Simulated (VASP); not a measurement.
# C in VASP: a series of runs

C is run at these levels: PBE+D3(BJ); tasks: single point.

Everything below comes from runs of VASP 6.6.1. Logs are shortened: lines on timing, memory, paths and dates and some standing lists are left out, and cuts for length are marked.

## 1. The cell of the first run

The cell holds a slab with vacuum, 4 atoms: a = 2.466 Å, b = 2.466 Å, c = 17.500 Å, α = 90.00°, β = 90.00°, γ = 120.00°.

## 2. Single point, PBE+D3(BJ) (layers slid over each other, then relaxed in part)

INCAR

```
  PREC = Accurate
  ENCUT = 520
  EDIFF = 1E-6
  ISMEAR = 0
  SIGMA = 0.1
  LREAL = F
  LASPH = T
  NELM = 60
  ALGO = Normal
  ISIF = 2
  LWAVE = F
  LCHARG = F
  LDIPOL = T
  IDIPOL = 3
  DIPOL = 0.5 0.5 0.356
  GGA = PE
  IVDW = 12
  NBANDS = 16
```

KPOINTS

```
regular mesh
0
Gamma
  15 15 1
```

POSCAR

```
C
1.0
    2.4656677093      0.0000000000      0.0000000000
   -1.2328338546      2.1353308736      0.0000000000
    0.0000000000      0.0000000000     17.5000661151
C
4
Direct
    0.6666666667      0.3333333333      0.2571327124
    0.3333333333      0.6666666667      0.2571418857
    0.6666666667      0.8333333333      0.4557965625
    1.0000000000      0.5000000000      0.4557895885
```

Potentials or basis: VASP PAW PBE potentials, release 64 (C).

The run is started by

```bash
$ cat potpaw_PBE.64/C/POTCAR > POTCAR
$ mpirun -np 1 vasp_std > vasp.out
```

OUTCAR:

```text
PREC = Accurate
   ENCUT = 520
   EDIFF = 1E-6
   ISMEAR = 0
   LREAL = F
   LASPH = T
   NELM = 60
   ISIF = 2
   GGA = PE
   IVDW = 12
 IVDW          = 12

 ion  position               nearest neighbor table
   1  0.667  0.333  0.257-   2 1.42   2 1.42   2 1.42
   2  0.333  0.667  0.257-   1 1.42   1 1.42   1 1.42
   3  0.667  0.833  0.456-   4 1.42   4 1.42   4 1.42
   4  0.000  0.500  0.456-   3 1.42   3 1.42   3 1.42

  LATTYP: Found a hexagonal cell.
 ALAT       =     2.4656677093
 C/A-ratio  =     7.0974957611

  Lattice vectors:

 A1 = (   2.4656677093,   0.0000000000,   0.0000000000)
 A2 = (  -1.2328338546,   2.1353308736,   0.0000000000)
 A3 = (   0.0000000000,   0.0000000000,  17.5000661151)

Analysis of symmetry for initial positions (statically):
=====================================================================
 Subroutine PRICEL returns:
 Original cell was already a primitive cell.

 Routine SETGRP: Setting up the symmetry group for a
 hexagonal supercell.

 Subroutine GETGRP returns: Found  4 space group operations
 (whereof  2 operations were pure point group operations)
 out of a pool of 24 trial point group operations.

The static configuration has the point symmetry C_1h.
 The point group associated with its full space group is C_2h.

Analysis of symmetry for dynamics (positions and initial velocities):
=====================================================================
 Subroutine PRICEL returns:
 Original cell was already a primitive cell.

 Routine SETGRP: Setting up the symmetry group for a
 hexagonal supercell.

 Subroutine GETGRP returns: Found  4 space group operations
 (whereof  2 operations were pure point group operations)
 out of a pool of 24 trial point group operations.

The dynamic configuration has the point symmetry C_1h.
 The point group associated with its full space group is C_2h.

 Subroutine INISYM returns: Found  4 space group operations
 (whereof  2 operations are pure point group operations),
 and found     1 'primitive' translations

----------------------------------------------------------------------------------------

                                     Primitive cell

  volume of cell :      92.1381

  direct lattice vectors                    reciprocal lattice vectors
     2.465667709  0.000000000  0.000000000     0.405569654  0.234155749  0.000000000
    -1.232833855  2.135330874  0.000000000     0.000000000  0.468311498  0.000000000
     0.000000000  0.000000000 17.500066115     0.000000000  0.000000000  0.057142641

  length of vectors
     2.465667709  2.465667709 17.500066115     0.468311498  0.468311498  0.057142641

  position of ions in fractional coordinates (direct lattice)
     0.666666667  0.333333333  0.257132712
     0.333333333  0.666666667  0.257141886
     0.666666667  0.833333333  0.455796562
     1.000000000  0.500000000  0.455789588

  ion indices of the primitive-cell ions
   primitive index   ion index
                 1           1
                 2           2
                 3           3
                 4           4

----------------------------------------------------------------------------------------

 KPOINTS: regular mesh

Automatic generation of k-mesh.
 Grid dimensions read from file:
 generate k-points for:   15   15    1

 Generating k-lattice:

  Cartesian coordinates                     Fractional coordinates (reciprocal lattice)
     0.027037977  0.015610383  0.000000000     0.066666667  0.000000000  0.000000000
     0.000000000  0.031220767  0.000000000     0.000000000  0.066666667  0.000000000
     0.000000000  0.000000000  0.057142641     0.000000000  0.000000000  1.000000000

  Length of vectors
     0.031220767  0.031220767  0.057142641

  Shift w.r.t. Gamma in fractional coordinates (k-lattice)
     0.000000000  0.000000000  0.000000000

 Subroutine IBZKPT returns following result:
 ===========================================

 Found     64 irreducible k-points:

 Following reciprocal coordinates:
            Coordinates               Weight
  0.000000  0.000000  0.000000      1.000000
  0.066667  0.000000  0.000000      2.000000
  0.000000  0.066667  0.000000      4.000000
  0.133333  0.000000  0.000000      2.000000
  0.000000  0.133333  0.000000      4.000000
  0.200000  0.000000  0.000000      2.000000
[... 16 lines left out ...]
 -0.266667  0.200000  0.000000      4.000000
  0.266667  0.066667  0.000000      4.000000
 [... further k-points ...]
   k-points           NKPTS =     64   k-points in BZ     NKDIM =     64   number of bands    NBANDS=     16
   number of dos      NEDOS =    301   number of ions     NIONS =      4
   total plane-waves  NPLWV =  45360
   dimension x,y,z NGX =    18 NGY =   18 NGZ =  140
   dimension x,y,z NGXF=    36 NGYF=   36 NGZF=  280
   ions per type =               4
   NGX,Y,Z   is equivalent  to a cutoff of  12.14, 12.14, 13.30 a.u.
   NGXF,Y,Z  is equivalent  to a cutoff of  24.27, 24.27, 26.60 a.u.
 SYSTEM =  unknown system
   PREC   = accura    normal or accurate (medium, high low for compatibility)
   ISTART =      0    job   : 0-new  1-cont  2-samecut
   ICHARG =      2    charge: 1-file 2-atom 10-const
   ISPIN  =      1    spin polarized calculation?
   LNONCOLLINEAR =      F non collinear calculations
   LSORBIT =      F    spin-orbit coupling
   LASPH  =      T    aspherical Exc in radial PAW
   ENCUT  =  520.0 eV  38.22 Ry    6.18 a.u.   4.58  4.58 32.54*2*pi/ulx,y,z
   NELM   =     60;   NELMIN=  2; NELMDL= -5     # of ELM steps
   EDIFF  = 0.1E-05   stopping-criterion for ELM
   LREAL  =      F    real-space projection
   EDIFFG = 0.1E-04   stopping-criterion for IOM
   NSW    =      0    number of steps for IOM
   IBRION =     -1    ionic relax: 0-MD 1-quasi-New 2-CG
   NFREE  =      0    steps in history (QN), initial steepest desc. (CG)
   ISIF   =      2    stress and relaxation
   ISYM   =      2    0-nonsym 1-usesym 2-fastsym
   POTIM  = 0.5000    time-step for ionic-motion
   TEBEG  =    0.0;   TEEND  =   0.0 temperature during run
   PSTRESS=    0.0 pullay stress
   NELECT =      16.0000    total number of electrons
   NUPDOWN=      -1.0000    fix difference up-down
   EMIN   =  10.00;   EMAX   =-10.00  energy-range for DOS
   EFERMI =   0.00;   METHOD = LEGACY
   ISMEAR =     0;   SIGMA  =   0.10  broadening in eV -4-tet -1-fermi 0-gaus
   EFERMI_NEDOS =   21; number of points for ismear=-14 and -15
   IALGO  =     38    algorithm
   IMIX   =      4    mixing-type and parameters
     AMIX     =   0.40;   BMIX     =  1.00
     AMIX_MAG =   1.60;   BMIX_MAG =  1.00
  volume/ion in A,a.u.               =      23.03       155.44
  Fermi-wavevector in a.u.,A,eV,Ry     =   0.913345  1.725972 11.349976  0.834200
  Thomas-Fermi vector in A             =   2.037846
   LORBIT       =      0    0 simple, 1 ext, 2 COOP (PROOUT), +10 PAW based schemes
   GGA     = PE    functional components
   LHFCALC =     F    Hartree Fock is set to
   AEXX    =    0.0000 exact exchange contribution
   IVDW    =    12    specifies the selected vdW correction
   LEPSILON=     F    determine dielectric tensor
   LRPA    =     F    only Hartree local field effects (RPA)
 non-spin polarized calculation
 Gauss-broadening in eV      SIGMA  =   0.10
  energy-cutoff  :      520.00
  volume of cell :       92.14
 maximum number of plane-waves:      2521
   NGX =  9   NGY =  9   NGZ = 65

 dipolmoment           0.000000      0.000000      0.000225 electrons x Angstroem

 number of electron      15.9999996 magnetization

 dipolmoment           0.000000      0.000000     -0.000152 electrons x Angstroem

 Free energy of the ion-electron system (eV)
  ---------------------------------------------------
  ext. energy  EPLUGINS =         0.00000000
  ---------------------------------------------------
  free energy    TOTEN  =       -36.87804606 eV

  energy without entropy =      -36.87800679  energy(sigma->0) =      -36.87802643

 E-fermi :  -0.8303     XC(G=0):  -4.4544

 val. band max:       -1.0108809429   @ k =   0.3333   0.3333   0.0000
 cond. band min:      -0.6499699335   @ k =   0.3333   0.3333   0.0000
 fundamental gap:      0.3609110093
 Fermi energy:        -0.8303394196

 k-point     1 :       0.0000    0.0000    0.0000
  band No.  band energies     occupation
      1     -20.4037      2.00000
      2     -20.2897      2.00000
      3      -8.8431      2.00000
      4      -8.0290      2.00000
      5      -3.8670      2.00000
      6      -3.8650      2.00000
[... 8 lines left out ...]
     15       7.4857      0.00000
     16       7.4925      0.00000

 k-point     2 :       0.0667    0.0000    0.0000
  band No.  band energies     occupation
      1     -20.2983      2.00000
      2     -20.1850      2.00000
      3      -8.7161      2.00000
      4      -7.9054      2.00000
      5      -4.2929      2.00000
      6      -4.2828      2.00000
[... 8 lines left out ...]
     15       7.5545      0.00000
     16       7.9310      0.00000

 k-point     3 :       0.0000    0.0667    0.0000
  band No.  band energies     occupation
      1     -20.2983      2.00000
      2     -20.1850      2.00000
      3      -8.7162      2.00000
      4      -7.9053      2.00000
      5      -4.2930      2.00000
      6      -4.2830      2.00000
[... 8 lines left out ...]
     15       7.5468      0.00000
     16       7.9414      0.00000
[... 362 lines left out ...]
 k-point    23 :      -0.2667    0.2000    0.0000
  band No.  band energies     occupation
      1     -19.0429      2.00000
      2     -18.9385      2.00000
      3      -7.8578      2.00000
      4      -7.8235      2.00000
      5      -7.2205      2.00000
      6      -6.4536      2.00000
[... 8 lines left out ...]
     15       7.5334      0.00000
     16       7.7773      0.00000

 k-point    24 :       0.2667    0.0667    0.0000
  band No.  band energies     occupation
      1     -18.2176      2.00000
      2     -18.1191      2.00000
      3      -9.5795      2.00000
      4      -9.5346      2.00000
      5      -6.6789      2.00000
      6      -6.6579      2.00000
[... 8 lines left out ...]
     15       7.5297      0.00000
     16       8.4652      0.00000

 [... further k-points ...]

------------------------ aborting loop because EDIFF is reached ----------------------------------------

 vacuum level on the upper side and lower side of the slab       (xc-potential included)        -0.169        -0.167

 Edisp (eV)   -0.46791

 E8    (eV) :    -0.1394

  FORCE on cell =-STRESS in cart. coord.  units (eV):
  Direction    XX          YY          ZZ          XY          YZ          ZX
  --------------------------------------------------------------------------------------
  -------------------------------------------------------------------------------------
  Total       0.11750     0.10719    -0.02381     0.00893     0.02765     0.04789
  in kB       2.04321     1.86395    -0.41402     0.15524     0.48078     0.83274
  external pressure =        1.16 kB  Pullay stress =        0.00 kB

 VOLUME and BASIS-vectors are now :
 -----------------------------------------------------------------------------
  energy-cutoff  :      520.00
  volume of cell :       92.14
      direct lattice vectors                 reciprocal lattice vectors
     2.465667709  0.000000000  0.000000000     0.405569654  0.234155749  0.000000000
    -1.232833855  2.135330874  0.000000000     0.000000000  0.468311498  0.000000000
     0.000000000  0.000000000 17.500066115     0.000000000  0.000000000  0.057142641

 POSITION                                       TOTAL-FORCE (eV/Angst)
 -----------------------------------------------------------------------------------
      1.23283      0.71178      4.49984        -0.006471     -0.003736      0.000179
     -0.00000      1.42355      4.50000        -0.007302     -0.004216     -0.000653
      0.61642      1.77944      7.97647         0.006471      0.003736     -0.000179
     -0.61642      1.06767      7.97635         0.007302      0.004216      0.000653
 -----------------------------------------------------------------------------------
    total drift:                               -0.000000     -0.000000     -0.034401

  FREE ENERGIE OF THE ION-ELECTRON SYSTEM (eV)
  ---------------------------------------------------
  free  energy   TOTEN  =       -37.3459558538 eV

  energy  without entropy=      -37.3459165770  energy(sigma->0) =      -37.34593622

 vacuum level on the upper side and lower side of the slab         3.321         3.324
```

Run time: 75 s. Hardware: 1 thread of Intel Xeon 6975P-C (Granite Rapids), shared host; peak memory 0.23 GiB.

Results:

```yaml
Free_energy: -37.3460 eV
Largest_force: 0.008 eV/Å
Dispersion_energy_per_atom: -0.117 eV
```

Forces on the atoms (eV/Å):
```
C   -0.006 -0.004  0.000
C   -0.007 -0.004 -0.001
C    0.006  0.004  0.000
C    0.007  0.004  0.001
```

Caveat: the cell differs from its parent crystal (layers slid over each other, then relaxed in part).

## 3. Single point, PBE+D3(BJ) (layers slid over each other, then relaxed in part)

INCAR

```
SYSTEM = C
PREC     = Accurate       ! precision mode
ENCUT    = 520            ! plane-wave cutoff, eV
EDIFF    = 1E-6           ! SCF threshold, eV
ISMEAR   = 0              ! smearing method
SIGMA    = 0.1            ! smearing width, eV
LREAL    = .False.        ! projectors in reciprocal space
LASPH    = .True.         ! aspherical terms in the spheres
NELM     = 100            ! most SCF steps
ALGO     = Normal         ! electronic algorithm
ISIF     = 2              ! what is computed and relaxed
LWAVE    = .False.        ! write WAVECAR
LCHARG   = .False.        ! write CHGCAR
LDIPOL   = .True.       
IDIPOL   = 3            
DIPOL    = 0.5 0.5 0.356
GGA      = PE             ! functional
IVDW     = 12             ! dispersion correction
NBANDS   = 16             ! bands
```

KPOINTS

```
regular mesh
0
Gamma
  15 15 1
  0 0 0
```

POSCAR

```
C
1.0
    2.4656677093      0.0000000000      0.0000000000
   -1.2328338546      2.1353308736      0.0000000000
    0.0000000000      0.0000000000     17.5000661151
C
4
Direct
    0.6666666667      0.3333333333      0.2571384725
    0.3333333333      0.6666666667      0.2571418857
    0.6666666667      0.6666666667      0.4545962431
    1.0000000000      0.3333333333      0.4545964092
```

Potentials or basis: VASP PAW PBE potentials, release 64 (C).

The run is started by

```bash
$ cat potpaw_PBE.64/C/POTCAR > POTCAR
$ mpirun -np 1 vasp_std > vasp.out
```

Run time: 66 s. Hardware: 1 thread of Intel Xeon 6975P-C (Granite Rapids), shared host; peak memory 0.24 GiB.

It converged, with:

| Quantity | Value |
| --- | --- |
| Free energy | -37.3475 eV |
| Largest force | 0.007 eV/Å |
| Dispersion energy per atom | -0.117 eV |

Forces in eV/Å, atoms in the order of the input:
```
C   -0.007  0.001  0.000
C   -0.007 -0.001  0.000
C    0.007 -0.001  0.000
C    0.007  0.001  0.000
```

Caveat: the cell differs from its parent crystal (layers slid over each other, then relaxed in part).

[end of part 1 of 2]
